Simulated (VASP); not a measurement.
# Ti3Al (P-6m2) in VASP: further runs

Ti3Al is run at these levels: PBE; tasks: single point.

Program: VASP 6.6.1. These are calculated values, not measurements. Logs are shortened: lines on timing, memory, paths and dates and some standing lists are left out, and cuts for length are marked.

## 1. The cell of the first run

The structure is hexagonal, space group P-6m2 (No. 187). The conventional cell has a = 3.096 Å, b = 3.096 Å, c = 9.755 Å, α = 90.00°, β = 90.00°, γ = 120.00°. Within 4.0 Å of Ti (site symmetry -6m2) lie 12 Ti at 3.02 to 3.10 Å. Within 4.0 Å of Ti (site symmetry 3m) lie 9 Ti at 3.02 to 3.10 Å and 3 Al at 3.03 Å. Al (site symmetry -6m2) has 6 Ti at 3.03 Å and 6 Al at 3.10 Å within 4.0 Å.

## 2. Single point, PBE, collinear spin (20.24 Å³/atom)

The input, INCAR:

```
SYSTEM = Ti3Al
PREC = Accurate
ENCUT = 520
EDIFF = 1E-7
ISMEAR = 0
SIGMA = 0.15
LREAL = .FALSE.
LASPH = .TRUE.
NELM = 150
ALGO = Normal
ISIF = 2
LWAVE = .FALSE.
LCHARG = .FALSE.
ISPIN = 2
MAGMOM = 0.833 0.833 0.833 0
LORBIT = 11
NUPDOWN = 2.5
LMAXMIX = 4
GGA = PE
NBANDS = 32
```

The input, KPOINTS:

```
regular mesh
0
G
  18 18 6
  0 0 0
```

The input, POSCAR:

```
Ti3Al
1.0
    3.0958963221      0.0000000000      0.0000000000
   -1.5479481610      2.6811248624      0.0000000000
    0.0000000000      0.0000000000      9.7550930935
Ti Al
3 1
Direct
    0.6666666667      0.3333333333      0.0000000000
    0.3333333333      0.6666666667      0.7504575668
    0.3333333333      0.6666666667      0.2495424332
    0.6666666667      0.3333333333      0.5000000000
```

Potentials or basis: VASP PAW PBE potentials, release 64 (Ti_sv, Al).

Started as:

```
$ cat potpaw_PBE.64/Ti_sv/POTCAR potpaw_PBE.64/Al/POTCAR > POTCAR
$ mpirun -np 1 vasp_std > vasp.out
```

OUTCAR:

```text
SYSTEM = Ti3Al
   PREC = Accurate
   ENCUT = 520
   EDIFF = 1E-7
   ISMEAR = 0
   LREAL = .FALSE.
   LASPH = .TRUE.
   NELM = 150
   ISIF = 2
   ISPIN = 2
   LORBIT = 11
   NUPDOWN = 2.5
   GGA = PE

 ion  position               nearest neighbor table
   1  0.667  0.333  0.000-
   2  0.333  0.667  0.750-   4 3.03   4 3.03   4 3.03
   3  0.333  0.667  0.250-   4 3.03   4 3.03   4 3.03
   4  0.667  0.333  0.500-   2 3.03   3 3.03   2 3.03   3 3.03   2 3.03   3 3.03

  LATTYP: Found a hexagonal cell.
 ALAT       =     3.0958963221
 C/A-ratio  =     3.1509753811

  Lattice vectors:

 A1 = (   3.0958963221,   0.0000000000,   0.0000000000)
 A2 = (  -1.5479481610,   2.6811248624,   0.0000000000)
 A3 = (   0.0000000000,   0.0000000000,   9.7550930935)

Analysis of symmetry for initial positions (statically):
=====================================================================
 Subroutine PRICEL returns:
 Original cell was already a primitive cell.

 Routine SETGRP: Setting up the symmetry group for a
 hexagonal supercell.

 Subroutine GETGRP returns: Found 12 space group operations
 (whereof 12 operations were pure point group operations)
 out of a pool of 24 trial point group operations.

The static configuration has the point symmetry D_3h.

Analysis of symmetry for dynamics (positions and initial velocities):
=====================================================================
 Subroutine PRICEL returns:
 Original cell was already a primitive cell.

 Routine SETGRP: Setting up the symmetry group for a
 hexagonal supercell.

 Subroutine GETGRP returns: Found 12 space group operations
 (whereof 12 operations were pure point group operations)
 out of a pool of 24 trial point group operations.

The dynamic configuration has the point symmetry D_3h.

Analysis of structural, dynamic, and magnetic symmetry:
=====================================================================
 Subroutine PRICEL returns:
 Original cell was already a primitive cell.

 Routine SETGRP: Setting up the symmetry group for a
 hexagonal supercell.

 Subroutine GETGRP returns: Found 12 space group operations
 (whereof 12 operations were pure point group operations)
 out of a pool of 24 trial point group operations.

The overall configuration has the point symmetry D_3h.

 Subroutine INISYM returns: Found 12 space group operations
 (whereof 12 operations are pure point group operations),
 and found     1 'primitive' translations

----------------------------------------------------------------------------------------

                                     Primitive cell

  volume of cell :      80.9720

  direct lattice vectors                    reciprocal lattice vectors
     3.095896322  0.000000000  0.000000000     0.323008233  0.186488890  0.000000000
    -1.547948161  2.681124862  0.000000000     0.000000000  0.372977780  0.000000000
     0.000000000  0.000000000  9.755093093     0.000000000  0.000000000  0.102510554

  length of vectors
     3.095896322  3.095896322  9.755093093     0.372977780  0.372977780  0.102510554

  position of ions in fractional coordinates (direct lattice)
     0.666666667  0.333333333  0.000000000
     0.333333333  0.666666667  0.750457567
     0.333333333  0.666666667  0.249542433
     0.666666667  0.333333333  0.500000000

  ion indices of the primitive-cell ions
   primitive index   ion index
                 1           1
                 2           2
                 3           3
                 4           4

----------------------------------------------------------------------------------------

 KPOINTS: regular mesh

Automatic generation of k-mesh.
 Grid dimensions read from file:
 generate k-points for:   18   18    6

 Generating k-lattice:

  Cartesian coordinates                     Fractional coordinates (reciprocal lattice)
     0.017944902  0.010360494  0.000000000     0.055555556  0.000000000  0.000000000
     0.000000000  0.020720988  0.000000000     0.000000000  0.055555556  0.000000000
     0.000000000  0.000000000  0.017085092     0.000000000  0.000000000  0.166666667

  Length of vectors
     0.020720988  0.020720988  0.017085092

  Shift w.r.t. Gamma in fractional coordinates (k-lattice)
     0.000000000  0.000000000  0.000000000

 Subroutine IBZKPT returns following result:
 ===========================================

 Found    148 irreducible k-points:

 Following reciprocal coordinates:
            Coordinates               Weight
  0.000000  0.000000  0.000000      1.000000
  0.055556  0.000000  0.000000      6.000000
  0.111111  0.000000  0.000000      6.000000
  0.166667  0.000000  0.000000      6.000000
  0.222222  0.000000  0.000000      6.000000
  0.277778 -0.000000  0.000000      6.000000
[... 16 lines left out ...]
  0.333333  0.111111  0.000000     12.000000
  0.388889  0.111111  0.000000     12.000000
 [... further k-points ...]
   k-points           NKPTS =    148   k-points in BZ     NKDIM =    148   number of bands    NBANDS=     32
   number of dos      NEDOS =    301   number of ions     NIONS =      4
   total plane-waves  NPLWV =  46080
   dimension x,y,z NGX =    24 NGY =   24 NGZ =   80
   dimension x,y,z NGXF=    48 NGYF=   48 NGZF=  160
   ions per type =               3   1
   NGX,Y,Z   is equivalent  to a cutoff of  12.89, 12.89, 13.63 a.u.
   NGXF,Y,Z  is equivalent  to a cutoff of  25.78, 25.78, 27.27 a.u.
 SYSTEM =  Ti3Al
   PREC   = accura    normal or accurate (medium, high low for compatibility)
   ISTART =      0    job   : 0-new  1-cont  2-samecut
   ICHARG =      2    charge: 1-file 2-atom 10-const
   ISPIN  =      2    spin polarized calculation?
   LNONCOLLINEAR =      F non collinear calculations
   LSORBIT =      F    spin-orbit coupling
   LASPH  =      T    aspherical Exc in radial PAW
   ENCUT  =  520.0 eV  38.22 Ry    6.18 a.u.   5.76  5.76 18.14*2*pi/ulx,y,z
   NELM   =    150;   NELMIN=  2; NELMDL= -5     # of ELM steps
   EDIFF  = 0.1E-06   stopping-criterion for ELM
   LREAL  =      F    real-space projection
   EDIFFG = 0.1E-05   stopping-criterion for IOM
   NSW    =      0    number of steps for IOM
   IBRION =     -1    ionic relax: 0-MD 1-quasi-New 2-CG
   NFREE  =      0    steps in history (QN), initial steepest desc. (CG)
   ISIF   =      2    stress and relaxation
   ISYM   =      2    0-nonsym 1-usesym 2-fastsym
   POTIM  = 0.5000    time-step for ionic-motion
   TEBEG  =    0.0;   TEEND  =   0.0 temperature during run
   PSTRESS=    0.0 pullay stress
   NELECT =      39.0000    total number of electrons
   NUPDOWN=       2.5000    fix difference up-down
   EMIN   =  10.00;   EMAX   =-10.00  energy-range for DOS
   EFERMI =   0.00;   METHOD = LEGACY
   ISMEAR =     0;   SIGMA  =   0.15  broadening in eV -4-tet -1-fermi 0-gaus
   EFERMI_NEDOS =   21; number of points for ismear=-14 and -15
   IALGO  =     38    algorithm
   IMIX   =      4    mixing-type and parameters
     AMIX     =   0.40;   BMIX     =  1.00
     AMIX_MAG =   1.60;   BMIX_MAG =  1.00
  volume/ion in A,a.u.               =      20.24       136.61
  Fermi-wavevector in a.u.,A,eV,Ry     =   1.283270  2.425029 22.405832  1.646782
  Thomas-Fermi vector in A             =   2.415533
   LORBIT       =     11    0 simple, 1 ext, 2 COOP (PROOUT), +10 PAW based schemes
   GGA     = PE    functional components
   LHFCALC =     F    Hartree Fock is set to
   AEXX    =    0.0000 exact exchange contribution
   IVDW    =     0    specifies the selected vdW correction
   LEPSILON=     F    determine dielectric tensor
   LRPA    =     F    only Hartree local field effects (RPA)
 spin polarized calculation
 Gauss-broadening in eV      SIGMA  =   0.15
  energy-cutoff  :      520.00
  volume of cell :       80.97
 maximum number of plane-waves:      2200
 NGX is ok and might be reduce to    24
   NGX = 11   NGY = 11   NGZ = 37

 number of electron      39.0000001 magnetization       2.5000001

 Free energy of the ion-electron system (eV)
  ---------------------------------------------------
  ext. energy  EPLUGINS =         0.00000000
  ---------------------------------------------------
  free energy    TOTEN  =       -26.94780372 eV

  energy without entropy =      -26.87543704  energy(sigma->0) =      -26.91162038

 E-fermi :   6.2602     XC(G=0): -10.4497

 val. band max:        6.6405139415   @ k =   0.3889   0.1667   0.3333
 cond. band min:       6.2601938680   @ k =   0.3333   0.1111   0.5000
 fundamental gap:     -0.3803200735
 Fermi energy:         6.6418531619

 spin component 1

 k-point     1 :       0.0000    0.0000    0.0000
  band No.  band energies     occupation
      1     -50.8489      1.00000
      2     -50.8451      1.00000
      3     -50.6613      1.00000
      4     -27.1775      1.00000
      5     -27.0956      1.00000
      6     -26.9228      1.00000
[... 805 lines left out ...]
     30       9.3875      0.00000
     31       9.8489      0.00000

 [... further k-points ...]

 spin component 2

 k-point     1 :       0.0000    0.0000    0.0000
  band No.  band energies     occupation
      1     -50.4435      1.00000
      2     -50.1709      1.00000
      3     -50.1684      1.00000
      4     -26.7312      1.00000
      5     -26.5229      1.00000
      6     -26.5229      1.00000
[... 805 lines left out ...]
     30      10.0629      0.00000
     31      10.3289      0.00000

 [... further k-points ...]

 [bands above 31 left out]

------------------------ aborting loop because EDIFF is reached ----------------------------------------

  FORCE on cell =-STRESS in cart. coord.  units (eV):
  Direction    XX          YY          ZZ          XY          YZ          ZX
  --------------------------------------------------------------------------------------
  -------------------------------------------------------------------------------------
  Total       -6.0773998     -6.0773998     -5.7073158     -0.0000000      0.0000000      0.0000000
  in kB     -120.2523369   -120.2523369   -112.9295549     -0.0000000      0.0000000      0.0000000
  external PRESSURE =    -117.8114096 kB  Pullay stress =       0.0000000 kB

 VOLUME and BASIS-vectors are now :
 -----------------------------------------------------------------------------
  energy-cutoff  :      520.00
  volume of cell :       80.97
      direct lattice vectors                 reciprocal lattice vectors
     3.095896322  0.000000000  0.000000000     0.323008233  0.186488890  0.000000000
    -1.547948161  2.681124862  0.000000000     0.000000000  0.372977780  0.000000000
     0.000000000  0.000000000  9.755093093     0.000000000  0.000000000  0.102510554

 POSITION                                       TOTAL-FORCE (eV/Angst)
 -----------------------------------------------------------------------------------
      1.54795      0.89371      0.00000         0.000000     -0.000000      0.000000
     -0.00000      1.78742      7.32078        -0.000000      0.000000     -0.053384
     -0.00000      1.78742      2.43431        -0.000000      0.000000      0.053384
      1.54795      0.89371      4.87755        -0.000000      0.000000      0.000000
 -----------------------------------------------------------------------------------
    total drift:                                0.000000     -0.000000      0.000000

  FREE ENERGIE OF THE ION-ELECTRON SYSTEM (eV)
  ---------------------------------------------------
  free  energy   TOTEN  =       -26.9478037196 eV

  energy  without entropy=      -26.8754370446  energy(sigma->0) =      -26.91162038

 total charge

# of ion       s       p       d       tot
------------------------------------------
    1        2.220   6.095   1.783  10.098
    2        2.203   6.089   1.800  10.092
    3        2.203   6.089   1.800  10.092
    4        0.432   0.313   0.000   0.744
--------------------------------------------------
tot          7.058  18.584   5.384  31.027

 magnetization (x)

# of ion       s       p       d       tot
------------------------------------------
    1       -0.001   0.022   0.223   0.244
    2        0.009   0.032   0.684   0.724
    3        0.009   0.032   0.684   0.724
    4       -0.004   0.010   0.000   0.007
--------------------------------------------------
tot          0.012   0.096   1.591   1.698
```

Wall time 17 min (1 thread of Oxide Virtual Turin-like, shared host); peak memory 0.58 GiB.

Results:

- Free energy: -26.9478 eV
- Pressure: -11.8 GPa
- Largest force: 0.053 eV/Å
- Net moment: 2.50 μB per cell
- Site moments: Ti +0.24, +0.72 (each value once); Al +0.01 μB
- Valence electrons inside the program's atomic spheres: Ti 10.10, 10.09 (each value once); Al 0.74

Forces in eV/Å, atoms in the order of the input:
```
Ti   0.000  0.000  0.000
Ti   0.000  0.000 -0.053
Ti   0.000  0.000  0.053
Al   0.000  0.000  0.000
```

Caveat: the cell stands under tension; the total moment is fixed, so each spin has its own Fermi level.

(Part 1 of 2 ends here.)
